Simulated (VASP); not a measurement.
# Be24N in VASP: notebook

The runs below take Be24N through single point, with LDA.

Everything below comes from runs of VASP 6.6.1. Logs are shortened: lines on timing, memory, paths and dates and some standing lists are left out, and cuts for length are marked.

### Step 1. The cell of the first run

The cell holds a slab with vacuum, 25 atoms: a = 4.452 Å, b = 7.033 Å, c = 19.800 Å, α = 90.00°, β = 90.00°, γ = 90.00°.

### Step 2. Single point, LDA

Input file INCAR:

```
SYSTEM = Be24N
PREC = Accurate
ENCUT = 520
EDIFF = 1E-6
ISMEAR = 0
SIGMA = 0.1
LREAL = Auto
LASPH = .TRUE.
NELM = 60
ALGO = Normal
ISIF = 2
LWAVE = .FALSE.
LCHARG = .FALSE.
LDIPOL = .TRUE.
IDIPOL = 3
DIPOL = 0.5 0.5 0.320
GGA = CA
NBANDS = 44
```

Input file KPOINTS:

```
Automatic mesh
0
G
  6 4 1
  0 0 0
```

Input file POSCAR:

```
Be24N
1.0
    4.4524297775      0.0000000000      0.0000000000
    0.0000000000      7.0331519566      0.0000000000
    0.0000000000      0.0000000000     19.7998741761
Be N
24 1
Direct
    0.0000000000      0.3750000000      0.2020214858
    0.0000000000      0.8750000000      0.2020214858
    0.5000000000      0.3750000000      0.2020214858
    0.5000000000      0.8750000000      0.2020214858
    0.2500000000      0.1250000000      0.2344789084
    0.2500000000      0.6250000000      0.2344789084
    0.7500000000      0.1250000000      0.2344789084
    0.7500000000      0.6250000000      0.2344789084
    0.2500000000      0.3750000000      0.2993937535
    0.2500000000      0.8750000000      0.2993937535
    0.7500000000      0.3750000000      0.2993937535
    0.7500000000      0.8750000000      0.2993937535
    0.0000000000      0.1250000000      0.3261495638
    0.0000000000      0.6250000000      0.3261495638
    0.5000000000      0.1250000000      0.3261495638
    0.5000000000      0.6250000000      0.3261495638
    0.0000000000      0.3750000000      0.3969669031
    0.0000000000      0.8750000000      0.3969669031
    0.5000000000      0.3750000000      0.3969669031
    0.5000000000      0.8750000000      0.3969669031
    0.2500000000      0.1250000000      0.4191882283
    0.2500000000      0.6250000000      0.4191882283
    0.7500000000      0.1250000000      0.4191882283
    0.7500000000      0.6250000000      0.4191882283
    0.3333333333      0.1250000000      0.4898561185
```

Potentials or basis: VASP PAW LDA potentials, release 64 (Be, N).

Launch:

```sh
$ cat potpaw_LDA.64/Be/POTCAR potpaw_LDA.64/N/POTCAR > POTCAR
$ mpirun -np 1 vasp_std > vasp.out
```

OUTCAR:

```text
SYSTEM = Be24N
   PREC = Accurate
   ENCUT = 520
   EDIFF = 1E-6
   ISMEAR = 0
   LREAL = Auto
   LASPH = .TRUE.
   NELM = 60
   ISIF = 2
   GGA = CA

 ion  position               nearest neighbor table
   1  0.000  0.375  0.202-   5 2.18   6 2.18   7 2.18   8 2.18   3 2.23   3 2.23  11 2.23   9 2.23

   2  0.000  0.875  0.202-   5 2.18   6 2.18   7 2.18   8 2.18   4 2.23   4 2.23  12 2.23  10 2.23

   3  0.500  0.375  0.202-   5 2.18   6 2.18   7 2.18   8 2.18   1 2.23   1 2.23  11 2.23   9 2.23
[... 39 lines left out ...]
  23  0.750  0.125  0.419-  17 2.13  18 2.13  19 2.13  20 2.13  13 2.15  15 2.15  21 2.23  21 2.23

  24  0.750  0.625  0.419-  17 2.13  18 2.13  19 2.13  20 2.13  14 2.15  16 2.15  22 2.23  22 2.23

  25  0.333  0.125  0.490-  21 1.45

  LATTYP: Found a simple orthorhombic cell.
 ALAT       =     4.4524297775
 B/A-ratio  =     1.5796210851
 C/A-ratio  =     4.4469817977

  Lattice vectors:

 A1 = (   4.4524297775,   0.0000000000,   0.0000000000)
 A2 = (   0.0000000000,   7.0331519566,   0.0000000000)
 A3 = (   0.0000000000,   0.0000000000,  19.7998741761)

Analysis of symmetry for initial positions (statically):
=====================================================================
 Subroutine PRICEL returns:
 Original cell was already a primitive cell.

 Routine SETGRP: Setting up the symmetry group for a
 simple orthorhombic supercell.

 Subroutine GETGRP returns: Found  2 space group operations
 (whereof  1 operations were pure point group operations)
 out of a pool of  8 trial point group operations.

The static configuration has the point symmetry C_1 .
 The point group associated with its full space group is C_1h.

Analysis of symmetry for dynamics (positions and initial velocities):
=====================================================================
 Subroutine PRICEL returns:
 Original cell was already a primitive cell.

 Routine SETGRP: Setting up the symmetry group for a
 simple orthorhombic supercell.

 Subroutine GETGRP returns: Found  2 space group operations
 (whereof  1 operations were pure point group operations)
 out of a pool of  8 trial point group operations.

The dynamic configuration has the point symmetry C_1 .
 The point group associated with its full space group is C_1h.

 Subroutine INISYM returns: Found  2 space group operations
 (whereof  1 operations are pure point group operations),
 and found     1 'primitive' translations

----------------------------------------------------------------------------------------

                                     Primitive cell

  volume of cell :     620.0254

  direct lattice vectors                    reciprocal lattice vectors
     4.452429777  0.000000000  0.000000000     0.224596468  0.000000000  0.000000000
     0.000000000  7.033151957  0.000000000     0.000000000  0.142183761  0.000000000
     0.000000000  0.000000000 19.799874176     0.000000000  0.000000000  0.050505371

  length of vectors
     4.452429777  7.033151957 19.799874176     0.224596468  0.142183761  0.050505371

  position of ions in fractional coordinates (direct lattice)
     0.000000000  0.375000000  0.202021486
     0.000000000  0.875000000  0.202021486
     0.500000000  0.375000000  0.202021486
     0.500000000  0.875000000  0.202021486
     0.250000000  0.125000000  0.234478908
     0.250000000  0.625000000  0.234478908
[... 17 lines left out ...]
     0.750000000  0.625000000  0.419188228
     0.333333333  0.125000000  0.489856119

  ion indices of the primitive-cell ions
   primitive index   ion index
                 1           1
                 2           2
                 3           3
                 4           4
                 5           5
                 6           6
[... 17 lines left out ...]
                24          24
                25          25

----------------------------------------------------------------------------------------

 KPOINTS: Automatic mesh

Automatic generation of k-mesh.
 Grid dimensions read from file:
 generate k-points for:    6    4    1

 Generating k-lattice:

  Cartesian coordinates                     Fractional coordinates (reciprocal lattice)
     0.037432745  0.000000000  0.000000000     0.166666667  0.000000000  0.000000000
     0.000000000  0.035545940  0.000000000     0.000000000  0.250000000  0.000000000
     0.000000000  0.000000000  0.050505371     0.000000000  0.000000000  1.000000000

  Length of vectors
     0.037432745  0.035545940  0.050505371

  Shift w.r.t. Gamma in fractional coordinates (k-lattice)
     0.000000000  0.000000000  0.000000000

 Subroutine IBZKPT returns following result:
 ===========================================

 Found     12 irreducible k-points:

 Following reciprocal coordinates:
            Coordinates               Weight
  0.000000  0.000000  0.000000      1.000000
  0.166667  0.000000  0.000000      2.000000
  0.333333  0.000000  0.000000      2.000000
  0.500000  0.000000  0.000000      1.000000
  0.000000  0.250000  0.000000      2.000000
  0.166667  0.250000  0.000000      4.000000
  0.333333  0.250000  0.000000      4.000000
  0.500000  0.250000  0.000000      2.000000
  0.000000  0.500000  0.000000      1.000000
  0.166667  0.500000  0.000000      2.000000
  0.333333  0.500000  0.000000      2.000000
  0.500000  0.500000  0.000000      1.000000
   k-points           NKPTS =     12   k-points in BZ     NKDIM =     12   number of bands    NBANDS=     44
   number of dos      NEDOS =    301   number of ions     NIONS =     25
   total plane-waves  NPLWV = 291600
   dimension x,y,z NGX =    36 NGY =   54 NGZ =  150
   dimension x,y,z NGXF=    72 NGYF=  108 NGZF=  300
   ions per type =              24   1
   NGX,Y,Z   is equivalent  to a cutoff of  13.44, 12.76, 12.59 a.u.
   NGXF,Y,Z  is equivalent  to a cutoff of  26.88, 25.53, 25.19 a.u.
 SYSTEM =  Be24N
   PREC   = accura    normal or accurate (medium, high low for compatibility)
   ISTART =      0    job   : 0-new  1-cont  2-samecut
   ICHARG =      2    charge: 1-file 2-atom 10-const
   ISPIN  =      1    spin polarized calculation?
   LNONCOLLINEAR =      F non collinear calculations
   LSORBIT =      F    spin-orbit coupling
   LASPH  =      T    aspherical Exc in radial PAW
   ENCUT  =  520.0 eV  38.22 Ry    6.18 a.u.   8.28 13.08 36.81*2*pi/ulx,y,z
   NELM   =     60;   NELMIN=  2; NELMDL= -5     # of ELM steps
   EDIFF  = 0.1E-05   stopping-criterion for ELM
   LREAL  =      T    real-space projection
   EDIFFG = 0.1E-04   stopping-criterion for IOM
   NSW    =      0    number of steps for IOM
   IBRION =     -1    ionic relax: 0-MD 1-quasi-New 2-CG
   NFREE  =      0    steps in history (QN), initial steepest desc. (CG)
   ISIF   =      2    stress and relaxation
   ISYM   =      2    0-nonsym 1-usesym 2-fastsym
   POTIM  = 0.5000    time-step for ionic-motion
   TEBEG  =    0.0;   TEEND  =   0.0 temperature during run
   PSTRESS=    0.0 pullay stress
   NELECT =      53.0000    total number of electrons
   NUPDOWN=      -1.0000    fix difference up-down
   EMIN   =  10.00;   EMAX   =-10.00  energy-range for DOS
   EFERMI =   0.00;   METHOD = LEGACY
   ISMEAR =     0;   SIGMA  =   0.10  broadening in eV -4-tet -1-fermi 0-gaus
   EFERMI_NEDOS =   21; number of points for ismear=-14 and -15
   IALGO  =     38    algorithm
   IMIX   =      4    mixing-type and parameters
     AMIX     =   0.40;   BMIX     =  1.00
     AMIX_MAG =   1.60;   BMIX_MAG =  1.00
  volume/ion in A,a.u.               =      24.80       167.37
  Fermi-wavevector in a.u.,A,eV,Ry     =   0.721158  1.362791  7.075962  0.520069
  Thomas-Fermi vector in A             =   1.810794
   LORBIT       =      0    0 simple, 1 ext, 2 COOP (PROOUT), +10 PAW based schemes
   GGA     = CA    functional components
   LHFCALC =     F    Hartree Fock is set to
   AEXX    =    0.0000 exact exchange contribution
   IVDW    =     0    specifies the selected vdW correction
   LEPSILON=     F    determine dielectric tensor
   LRPA    =     F    only Hartree local field effects (RPA)
 non-spin polarized calculation
 Gauss-broadening in eV      SIGMA  =   0.10
  energy-cutoff  :      520.00
  volume of cell :      620.03
 maximum number of plane-waves:     16734
 NGX is ok and might be reduce to    36
   NGX = 17   NGY = 27   NGZ = 73

 dipolmoment           0.000000      0.000000     -0.113450 electrons x Angstroem

 number of electron      53.0000001 magnetization

 dipolmoment           0.000000      0.000000      0.343421 electrons x Angstroem

 Free energy of the ion-electron system (eV)
  ---------------------------------------------------
  ext. energy  EPLUGINS =         0.00000000
  ---------------------------------------------------
  free energy    TOTEN  =       -98.76117108 eV

  energy without entropy =      -98.71731281  energy(sigma->0) =      -98.73924195

 E-fermi :  -1.8552     XC(G=0):  -4.3188

 val. band max:       -1.8743368648   @ k =   0.3333   0.2500   0.0000
 cond. band min:      -1.8388927414   @ k =   0.0000   0.2500   0.0000
 fundamental gap:      0.0354441234
 Fermi energy:        -1.8551586328

 k-point     1 :       0.0000    0.0000    0.0000
  band No.  band energies     occupation
      1     -14.6009      2.00000
      2     -12.1831      2.00000
      3     -10.0708      2.00000
      4     -10.0693      2.00000
      5     -10.0090      2.00000
      6      -8.0127      2.00000
[... 481 lines left out ...]
     37       2.8685      0.00000
     38       2.9800      0.00000
 [bands above 38 left out]

------------------------ aborting loop because EDIFF is reached ----------------------------------------

 vacuum level on the upper side and lower side of the slab       (xc-potential included)         0.960        -0.971

  FORCE on cell =-STRESS in cart. coord.  units (eV):
  Direction    XX          YY          ZZ          XY          YZ          ZX
  --------------------------------------------------------------------------------------
  -------------------------------------------------------------------------------------
  Total        0.2441676     -4.3409730      0.1968677      0.0000000      0.0000000      2.2252297
  in kB        0.6309416    -11.2172955      0.5087163      0.0000000      0.0000000      5.7501069
  external PRESSURE =      -3.3592125 kB  Pullay stress =       0.0000000 kB

 VOLUME and BASIS-vectors are now :
 -----------------------------------------------------------------------------
  energy-cutoff  :      520.00
  volume of cell :      620.03
      direct lattice vectors                 reciprocal lattice vectors
     4.452429777  0.000000000  0.000000000     0.224596468  0.000000000  0.000000000
     0.000000000  7.033151957  0.000000000     0.000000000  0.142183761  0.000000000
     0.000000000  0.000000000 19.799874176     0.000000000  0.000000000  0.050505371

 POSITION                                       TOTAL-FORCE (eV/Angst)
 -----------------------------------------------------------------------------------
      0.00000      2.63743      4.00000         0.005914      0.019448      0.486729
      0.00000      6.15401      4.00000         0.005914     -0.019448      0.486729
      2.22621      2.63743      4.00000         0.001136      0.071620      0.512006
      2.22621      6.15401      4.00000         0.001136     -0.071620      0.512006
      1.11311      0.87914      4.64265         0.047134      0.000000     -0.688478
      1.11311      4.39572      4.64265         0.010663      0.000000     -0.580602
[... 17 lines left out ...]
      3.33932      4.39572      8.29987         0.082612      0.000000      0.160161
      1.48414      0.87914      9.69909         1.653635      0.000000      0.010647
 -----------------------------------------------------------------------------------
    total drift:                               -0.000007     -0.000000     -0.002144

  FREE ENERGIE OF THE ION-ELECTRON SYSTEM (eV)
  ---------------------------------------------------
  free  energy   TOTEN  =       -98.7611710768 eV

  energy  without entropy=      -98.7173128138  energy(sigma->0) =      -98.73924195

 vacuum level on the upper side and lower side of the slab         4.775         2.791
```

Wall time 20 min (1 thread of Intel Xeon 8259CL, shared host); peak memory 0.58 GiB.

Results:

* Free energy: -98.7612 eV
* Largest force: 1.730 eV/Å
* Band gap on the k mesh: zero (an odd number of electrons rules out a gap without spin polarisation)

Forces in eV/Å, atoms in the order of the input:
```
Be   0.006  0.019  0.487
Be   0.006 -0.019  0.487
Be   0.001  0.072  0.512
Be   0.001 -0.072  0.512
Be   0.047  0.000 -0.688
Be   0.011  0.000 -0.581
Be  -0.011  0.000 -0.668
Be   0.013  0.000 -0.809
Be  -0.033 -0.018  0.134
Be  -0.033  0.018  0.134
Be  -0.003 -0.151  0.164
Be  -0.003  0.151  0.164
Be  -0.029  0.000  0.219
Be  -0.013  0.000 -0.102
Be  -0.045  0.000 -0.314
Be   0.072  0.000 -0.004
Be  -0.123  0.397 -0.048
Be  -0.123 -0.397 -0.048
Be   0.126  0.040  0.298
Be   0.126 -0.040  0.298
Be  -0.778  0.000 -1.546
Be  -0.117  0.000  0.064
Be  -0.837  0.000  1.164
Be   0.083  0.000  0.160
N    1.654  0.000  0.011
```

Levels at points of the mesh, in eV from the Fermi level:
```tsv
k point	band 23	band 24	band 25	band 26	band 27	band 28	band 29	band 30
(0.00, 0.00, 0.00)	-1.29	-1.23	-0.52	-0.30	0.04	0.61	0.78	1.06
(0.50, 0.00, 0.00)	-1.21	-0.20	-0.09	0.12	0.78	1.09	1.48	1.49
(0.00, 0.50, 0.00)	-1.28	-1.16	-0.92	-0.77	-0.39	0.19	0.73	0.87
(0.50, 0.50, 0.00)	-1.15	-0.99	-0.42	0.13	0.22	0.23	0.53	1.08
```

### Step 3. Single point, LDA

Changes to INCAR since step 2:

```diff
@@ -8,3 +8,3 @@
 LASPH = .TRUE.
-NELM = 60
+NELM = 80
 ALGO = Normal
@@ -15,3 +15,3 @@
 IDIPOL = 3
-DIPOL = 0.5 0.5 0.320
+DIPOL = 0.5 0.5 0.319
 GGA = CA
```

Input file KPOINTS:

```
regular mesh
0
G
  6 4 1
  0 0 0
```

Changes to POSCAR since step 2:

```diff
@@ -32,2 +32,2 @@
     0.7500000000      0.6250000000      0.4191882283
-    0.3333333333      0.1250000000      0.4898561185
+    0.2500000000      0.3125000000      0.4560595556
```

Potentials or basis: VASP PAW LDA potentials, release 64 (Be, N).

Launch:

```sh
$ cat potpaw_LDA.64/Be/POTCAR potpaw_LDA.64/N/POTCAR > POTCAR
$ mpirun -np 1 vasp_std > vasp.out
```

It took 21 min on 1 thread of Intel Xeon 8259CL, shared host; peak memory 0.58 GiB.

Results (log left out):

* Free energy: -101.7959 eV
* Largest force: 2.834 eV/Å
* Band gap on the k mesh: zero (an odd number of electrons rules out a gap without spin polarisation)

Forces on the atoms (eV/Å):
```
Be  -0.065  0.029  0.494
Be   0.052  0.009  0.446
Be   0.065  0.029  0.494
Be  -0.052  0.009  0.446
Be   0.000 -0.118 -0.636
Be   0.000  0.063 -0.613
Be   0.000  0.045 -0.756
Be   0.000 -0.115 -0.546
Be   0.000  0.065 -0.386
Be   0.000 -0.056 -0.133
Be   0.000 -0.226  0.155
Be   0.000  0.006  0.171
Be  -0.130 -0.105 -0.181
Be   0.117 -0.035  0.115
Be   0.130 -0.105 -0.181
Be  -0.117 -0.035  0.115
Be   0.177 -0.259  0.375
Be  -0.198 -0.072 -0.009
Be  -0.177 -0.259  0.375
Be   0.198 -0.072 -0.009
Be   0.000 -1.046  0.059
Be   0.000 -0.634  0.588
Be   0.000 -0.269 -0.180
Be   0.000  0.316 -0.217
N    0.000  2.834  0.013
```

Levels at points of the mesh, in eV from the Fermi level:
| k point | band 22 | band 23 | band 24 | band 25 | band 26 | band 27 | band 28 | band 29 | band 30 | band 31 |
| --- | --- | --- | --- | --- | --- | --- | --- | --- | --- | --- |
| (0.00, 0.00, 0.00) | -2.50 | -1.69 | -1.41 | -0.93 | -0.59 | -0.11 | 0.73 | 0.95 | 1.19 | 1.71 |
| (0.50, 0.00, 0.00) | -1.42 | -1.09 | -0.71 | 0.13 | 0.46 | 0.75 | 1.15 | 1.36 | 1.40 | 1.41 |
| (0.00, 0.50, 0.00) | -2.03 | -1.54 | -1.26 | -1.05 | -1.04 | -0.48 | -0.07 | 0.61 | 1.26 | 2.24 |
| (0.50, 0.50, 0.00) | -1.52 | -1.38 | -0.69 | -0.59 | -0.44 | 0.24 | 0.39 | 0.49 | 1.19 | 1.41 |

The gap in the log of VASP goes by the Fermi energy; the results here count the filled bands.